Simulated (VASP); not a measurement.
# BiTe (Fm-3m) in VASP: settings compared

Aim: see how the results for BiTe move with the level of theory and the settings. Levels: RPBE+D4, PBEsol. Tasks: single point.

Everything below comes from runs of VASP 6.6.1. Logs are shortened: lines on timing, memory, paths and dates and some standing lists are left out, and cuts for length are marked.

## 1. The cell of the first run

It takes space group Fm-3m (No. 225, cubic). Conventional cell: a = 6.200 Å, b = 6.200 Å, c = 6.200 Å, α = 90.00°, β = 90.00°, γ = 90.00°. Bi (site symmetry m-3m) has 6 Te at 3.10 Å within 4.1 Å. Within 4.1 Å of Te (site symmetry m-3m) lie 6 Bi at 3.10 Å.

## 2. Single point, RPBE+D4, non-collinear spin, zero start, spin-orbit coupling

File INCAR:

```
PREC = Accurate
ENCUT = 500
EDIFF = 1E-6
ISMEAR = -1
SIGMA = 0.01
LREAL = F
LASPH = T
NELM = 200
ALGO = Normal
ISIF = 2
LWAVE = F
LCHARG = F
MAGMOM = 0 0 0 0 0 0
LORBIT = 11
LSORBIT = T
GGA_COMPAT = F
LORBMOM = T
GGA = RP
IVDW = 13
NBANDS = 33
```

File KPOINTS:

```
Automatic mesh
0
Gamma
  5 5 5
```

File POSCAR:

```
BiTe
1.0
    0.0000000000      3.1000486500      3.1000486500
    3.1000486500      0.0000000000      3.1000486500
    3.1000486500      3.1000486500      0.0000000000
Bi Te
1 1
Direct
    0.0000000000      0.0000000000      0.0000000000
    0.5000000000      0.5000000000      0.5000000000
```

Potentials or basis: VASP PAW PBE potentials, release 64 (Bi_d, Te).

Run with:

```console
cat potpaw_PBE.64/Bi_d/POTCAR potpaw_PBE.64/Te/POTCAR > POTCAR
mpirun -np 1 vasp_ncl > vasp.out
```

OUTCAR:

```text
PREC = Accurate
   ENCUT = 500
   EDIFF = 1E-6
   ISMEAR = -1
   LREAL = F
   LASPH = T
   NELM = 200
   ISIF = 2
   LORBIT = 11
   LSORBIT = T
   GGA = RP
   IVDW = 13

 ion  position               nearest neighbor table
   1  0.000  0.000  0.000-   2 3.10   2 3.10   2 3.10   2 3.10   2 3.10   2 3.10
   2  0.500  0.500  0.500-   1 3.10   1 3.10   1 3.10   1 3.10   1 3.10   1 3.10

  LATTYP: Found a face centered cubic cell.
 ALAT       =     6.2000973000

  Lattice vectors:

 A1 = (   0.0000000000,   3.1000486500,   3.1000486500)
 A2 = (   3.1000486500,   0.0000000000,   3.1000486500)
 A3 = (   3.1000486500,   3.1000486500,   0.0000000000)

Analysis of symmetry for initial positions (statically):
=====================================================================
 Subroutine PRICEL returns:
 Original cell was already a primitive cell.

 Routine SETGRP: Setting up the symmetry group for a
 face centered cubic supercell.

 Subroutine GETGRP returns: Found 48 space group operations
 (whereof 48 operations were pure point group operations)
 out of a pool of 48 trial point group operations.

The static configuration has the point symmetry O_h .

Analysis of symmetry for dynamics (positions and initial velocities):
=====================================================================
 Subroutine PRICEL returns:
 Original cell was already a primitive cell.

 Routine SETGRP: Setting up the symmetry group for a
 face centered cubic supercell.

 Subroutine GETGRP returns: Found 48 space group operations
 (whereof 48 operations were pure point group operations)
 out of a pool of 48 trial point group operations.

The dynamic configuration has the point symmetry O_h .

Analysis of structural, dynamic, and magnetic symmetry:
=====================================================================
 Subroutine PRICEL returns:
 Original cell was already a primitive cell.

 Routine SETGRP: Setting up the symmetry group for a
 face centered cubic supercell.

 Subroutine GETGRP returns: Found 48 space group operations
 (whereof 48 operations were pure point group operations)
 out of a pool of 48 trial point group operations.

The overall configuration has the point symmetry O_h .

 Subroutine INISYM returns: Found 48 space group operations
 (whereof 48 operations are pure point group operations),
 and found     1 'primitive' translations

----------------------------------------------------------------------------------------

                                     Primitive cell

  volume of cell :      59.5848

  direct lattice vectors                    reciprocal lattice vectors
     0.000000000  3.100048650  3.100048650    -0.161287791  0.161287791  0.161287791
     3.100048650  0.000000000  3.100048650     0.161287791 -0.161287791  0.161287791
     3.100048650  3.100048650  0.000000000     0.161287791  0.161287791 -0.161287791

  length of vectors
     4.384130845  4.384130845  4.384130845     0.279358649  0.279358649  0.279358649

  position of ions in fractional coordinates (direct lattice)
     0.000000000  0.000000000  0.000000000
     0.500000000  0.500000000  0.500000000

  ion indices of the primitive-cell ions
   primitive index   ion index
                 1           1
                 2           2

----------------------------------------------------------------------------------------

 KPOINTS: Automatic mesh

Automatic generation of k-mesh.
 Grid dimensions read from file:
 generate k-points for:    5    5    5

 Generating k-lattice:

  Cartesian coordinates                     Fractional coordinates (reciprocal lattice)
    -0.032257558  0.032257558  0.032257558     0.200000000  0.000000000  0.000000000
     0.032257558 -0.032257558  0.032257558     0.000000000  0.200000000  0.000000000
     0.032257558  0.032257558 -0.032257558     0.000000000  0.000000000  0.200000000

  Length of vectors
     0.055871730  0.055871730  0.055871730

  Shift w.r.t. Gamma in fractional coordinates (k-lattice)
     0.000000000  0.000000000  0.000000000

 Subroutine IBZKPT returns following result:
 ===========================================

 Found     10 irreducible k-points:

 Following reciprocal coordinates:
            Coordinates               Weight
  0.000000  0.000000  0.000000      1.000000
  0.200000  0.000000  0.000000      8.000000
  0.400000  0.000000  0.000000      8.000000
  0.200000  0.200000  0.000000      6.000000
  0.400000  0.200000  0.000000     24.000000
 -0.400000  0.200000  0.000000     24.000000
 -0.200000  0.200000  0.000000     12.000000
[... 24 lines left out ...]
   NSW    =      0    number of steps for IOM
   IBRION =     -1    ionic relax: 0-MD 1-quasi-New 2-CG
   NFREE  =      0    steps in history (QN), initial steepest desc. (CG)
   ISIF   =      2    stress and relaxation
   ISYM   =      2    0-nonsym 1-usesym 2-fastsym
   POTIM  = 0.5000    time-step for ionic-motion
   TEBEG  =    0.0;   TEEND  =   0.0 temperature during run
   PSTRESS=    0.0 pullay stress
   NELECT =      21.0000    total number of electrons
   NUPDOWN=      -1.0000    fix difference up-down
   EMIN   =  10.00;   EMAX   =-10.00  energy-range for DOS
   EFERMI =   0.00;   METHOD = LEGACY
   ISMEAR =    -1;   SIGMA  =   0.01  broadening in eV -4-tet -1-fermi 0-gaus
   EFERMI_NEDOS =   21; number of points for ismear=-14 and -15
   IALGO  =     38    algorithm
   IMIX   =      4    mixing-type and parameters
     AMIX     =   0.40;   BMIX     =  1.00
     AMIX_MAG =   1.60;   BMIX_MAG =  1.00
  volume/ion in A,a.u.               =      29.79       201.05
  Fermi-wavevector in a.u.,A,eV,Ry     =   1.156386  2.185252 18.194093  1.337228
  Thomas-Fermi vector in A             =   2.293006
   LORBIT       =     11    0 simple, 1 ext, 2 COOP (PROOUT), +10 PAW based schemes
   GGA     = RP    functional components
   LHFCALC =     F    Hartree Fock is set to
   AEXX    =    0.0000 exact exchange contribution
   IVDW    =    13    specifies the selected vdW correction
   LEPSILON=     F    determine dielectric tensor
   LRPA    =     F    only Hartree local field effects (RPA)
  energy-cutoff  :      500.00
  volume of cell :       59.58
 maximum number of plane-waves:      3048
   NGX = 15   NGY = 15   NGZ = 15

 number of electron      21.0000004 magnetization      -0.0000000     -0.0000000      0.0000000

 number of electron      21.0000004 magnetization       0.0000000      0.0000000      0.0000000

 number of electron      21.0000004 magnetization      -0.0000000     -0.0000000     -0.0000000

 Free energy of the ion-electron system (eV)
  ---------------------------------------------------
  ext. energy  EPLUGINS =         0.00000000
  ---------------------------------------------------
  free energy    TOTEN  =        -6.91416346 eV

  energy without entropy =       -6.90924927  energy(sigma->0) =       -6.91170636

 E-fermi :   8.4308     XC(G=0):  -9.9031

 val. band max:        8.4182684870   @ k =  -0.4000   0.2000   0.0000
 cond. band min:       8.4408222128   @ k =  -0.4000   0.4000   0.2000
 fundamental gap:      0.0225537258
 Fermi energy:         8.4308219139

 k-point     1 :       0.0000    0.0000    0.0000
  band No.  band energies     occupation
      1     -16.5076      1.00000
      2     -16.5076      1.00000
      3     -16.5076      1.00000
      4     -16.5076      1.00000
      5     -13.5482      1.00000
      6     -13.5482      1.00000
[... 349 lines left out ...]
     32      17.5774      0.00000
     33      17.6220      0.00000

------------------------ aborting loop because EDIFF is reached ----------------------------------------

  DFT-D4 for vdW energy calculation

  Edisp (eV):   -2.00923

  FORCE on cell =-STRESS in cart. coord.  units (eV):
  Direction    XX          YY          ZZ          XY          YZ          ZX
  --------------------------------------------------------------------------------------
  -------------------------------------------------------------------------------------
  Total       2.62270     2.62270     2.62270     0.00000    -0.00000     0.00000
  in kB      70.52176    70.52176    70.52176     0.00000    -0.00000     0.00000
  external pressure =       70.52 kB  Pullay stress =        0.00 kB

 VOLUME and BASIS-vectors are now :
 -----------------------------------------------------------------------------
  energy-cutoff  :      500.00
  volume of cell :       59.58
      direct lattice vectors                 reciprocal lattice vectors
     0.000000000  3.100048650  3.100048650    -0.161287791  0.161287791  0.161287791
     3.100048650  0.000000000  3.100048650     0.161287791 -0.161287791  0.161287791
     3.100048650  3.100048650  0.000000000     0.161287791  0.161287791 -0.161287791

 POSITION                                       TOTAL-FORCE (eV/Angst)
 -----------------------------------------------------------------------------------
      0.00000      0.00000      0.00000         0.000000      0.000000      0.000000
      3.10005      3.10005      3.10005        -0.000000     -0.000000     -0.000000
 -----------------------------------------------------------------------------------
    total drift:                                0.000000     -0.000000     -0.000000

  FREE ENERGIE OF THE ION-ELECTRON SYSTEM (eV)
  ---------------------------------------------------
  free  energy   TOTEN  =        -8.9233938972 eV

  energy  without entropy=       -8.9184797125  energy(sigma->0) =       -8.92093680

 orbital moment (x)

 # of ion     p       d       tot
 ----------------------------------------
  1        -0.000   0.000  -0.000
  2         0.000  -0.000   0.000
 ----------------------------------------
            0.000  -0.000   0.000

 orbital moment (y)

 # of ion     p       d       tot
 ----------------------------------------
  1         0.000   0.000   0.000
  2         0.000   0.000   0.000
 ----------------------------------------
            0.000   0.000   0.000

 orbital moment (z)

 # of ion     p       d       tot
 ----------------------------------------
  1         0.000  -0.000  -0.000
  2         0.000   0.000   0.000
 ----------------------------------------
            0.000  -0.000  -0.000

 Spin-Orbit-Coupling matrix elements

 Ion:    1  E_soc:     -1.8251683
 l=   1
     0.0000000    -0.2385825    -0.2385825
    -0.2385825     0.0000000    -0.2385825
    -0.2385825    -0.2385825     0.0000000
 l=   2
     0.0000000    -0.0131518     0.0000000    -0.0131518    -0.0524605
    -0.0131518     0.0000000    -0.0393454    -0.0131518    -0.0131151
     0.0000000    -0.0393454     0.0000000    -0.0393454     0.0000000
    -0.0131518    -0.0131518    -0.0393454     0.0000000    -0.0131151
    -0.0524605    -0.0131151     0.0000000    -0.0131151     0.0000000
 l=   3
     0.0000000     0.0000000     0.0000000     0.0000000     0.0000000     0.0000000     0.0000000
     0.0000000     0.0000000     0.0000000     0.0000000     0.0000000     0.0000000     0.0000000
     0.0000000     0.0000000     0.0000000     0.0000000     0.0000000     0.0000000     0.0000000
     0.0000000     0.0000000     0.0000000     0.0000000     0.0000000     0.0000000     0.0000000
     0.0000000     0.0000000     0.0000000     0.0000000     0.0000000     0.0000000     0.0000000
     0.0000000     0.0000000     0.0000000     0.0000000     0.0000000     0.0000000     0.0000000
     0.0000000     0.0000000     0.0000000     0.0000000     0.0000000     0.0000000     0.0000000

 Ion:    2  E_soc:     -0.2374043
 l=   1
     0.0000000    -0.0397908    -0.0397908
    -0.0397908     0.0000000    -0.0397908
    -0.0397908    -0.0397908     0.0000000
 l=   2
     0.0000000     0.0000065     0.0000000     0.0000065     0.0002170
     0.0000065     0.0000000     0.0001627     0.0000065     0.0000542
     0.0000000     0.0001627     0.0000000     0.0001627     0.0000000
     0.0000065     0.0000065     0.0001627     0.0000000     0.0000542
     0.0002170     0.0000542     0.0000000     0.0000542     0.0000000
 l=   3
     0.0000000     0.0000000     0.0000000     0.0000000     0.0000000     0.0000000     0.0000000
     0.0000000     0.0000000     0.0000000     0.0000000     0.0000000     0.0000000     0.0000000
     0.0000000     0.0000000     0.0000000     0.0000000     0.0000000     0.0000000     0.0000000
     0.0000000     0.0000000     0.0000000     0.0000000     0.0000000     0.0000000     0.0000000
     0.0000000     0.0000000     0.0000000     0.0000000     0.0000000     0.0000000     0.0000000
     0.0000000     0.0000000     0.0000000     0.0000000     0.0000000     0.0000000     0.0000000
     0.0000000     0.0000000     0.0000000     0.0000000     0.0000000     0.0000000     0.0000000

 total charge

# of ion       s       p       d       tot
------------------------------------------
    1        1.576   1.272   9.946  12.794
    2        1.407   1.952   0.048   3.407
--------------------------------------------------
tot          2.983   3.224   9.994  16.201

 magnetization (x)

# of ion       s       p       d       tot
------------------------------------------
    1       -0.000   0.000   0.000  -0.000
    2        0.000  -0.000   0.000  -0.000
--------------------------------------------------
tot         -0.000  -0.000   0.000  -0.000

 magnetization (y)

# of ion       s       p       d       tot
------------------------------------------
    1        0.000  -0.000  -0.000  -0.000
    2       -0.000  -0.000   0.000  -0.000
--------------------------------------------------
tot         -0.000  -0.000   0.000  -0.000

 magnetization (z)

# of ion       s       p       d       tot
------------------------------------------
    1        0.000   0.000   0.000   0.000
    2       -0.000  -0.000   0.000  -0.000
--------------------------------------------------
tot          0.000  -0.000   0.000  -0.000
```

Wall time 44 s (1 thread of AMD EPYC 7R43 (Zen 3), shared host); peak memory 0.27 GiB.

Results:

- Free energy: -8.9234 eV
- Pressure: 7.1 GPa
- Net moment: 0.00 μB per cell
- Valence electrons inside the program's atomic spheres: Bi 12.79; Te 3.41
- Dispersion energy per atom: -1.005 eV

Moments on the atoms (μB; x, y, z):
```
Bi  0.00 0.00 0.00
Te  0.00 0.00 0.00
```

Caveat: the cell stands under pressure; the PAW data sets were made with another functional, which shifts forces and pressure a little.

## 3. Single point, PBEsol, non-collinear spin, zero start, spin-orbit coupling

This run uses another cell than the first one, of 33.86 Å³/atom.

File INCAR:

```
SYSTEM = BiTe
ALGO = Normal
EDIFF = 1E-6
ENCUT = 520
GGA = PS
GGA_COMPAT = .FALSE.
ISIF = 2
ISMEAR = -1
LASPH = .TRUE.
LCHARG = .FALSE.
LNONCOLLINEAR = .TRUE.
LORBIT = 11
LORBMOM = .TRUE.
LREAL = .FALSE.
LSORBIT = .TRUE.
LWAVE = .FALSE.
MAGMOM = 0 0 0 0 0 0
NBANDS = 33
NELM = 150
PREC = Accurate
SIGMA = 0.05
```

File KPOINTS:

```
k-points
0
G
  7 7 7
  0 0 0
```

File POSCAR:

```
BiTe
1.0
    0.0000000000      3.2350000000      3.2350000000
    3.2350000000      0.0000000000      3.2350000000
    3.2350000000      3.2350000000      0.0000000000
Bi Te
1 1
Direct
    0.0000000000      0.0000000000      0.0000000000
    0.5000000000      0.5000000000      0.5000000000
```

Potentials or basis: VASP PAW PBE potentials, release 64 (Bi_d, Te).

Run with:

```console
cat potpaw_PBE.64/Bi_d/POTCAR potpaw_PBE.64/Te/POTCAR > POTCAR
mpirun -np 1 vasp_ncl > vasp.out
```

Run time: 3.4 min. Hardware: 1 thread of Intel Xeon 8259CL, shared host; peak memory 0.41 GiB.

It converged, with:

```
Free energy                                           : -8.9562 eV
Pressure                                              : -0.5 GPa
Net moment                                            : 0.00 μB per cell
Valence electrons inside the program's atomic spheres : Bi 12.70; Te 3.33
```

Moments on the atoms (μB; x, y, z):
```
Bi  0.00 0.00 0.00
Te  0.00 0.00 0.00
```

Caveat: the PAW data sets were made with another functional, which shifts forces and pressure a little.
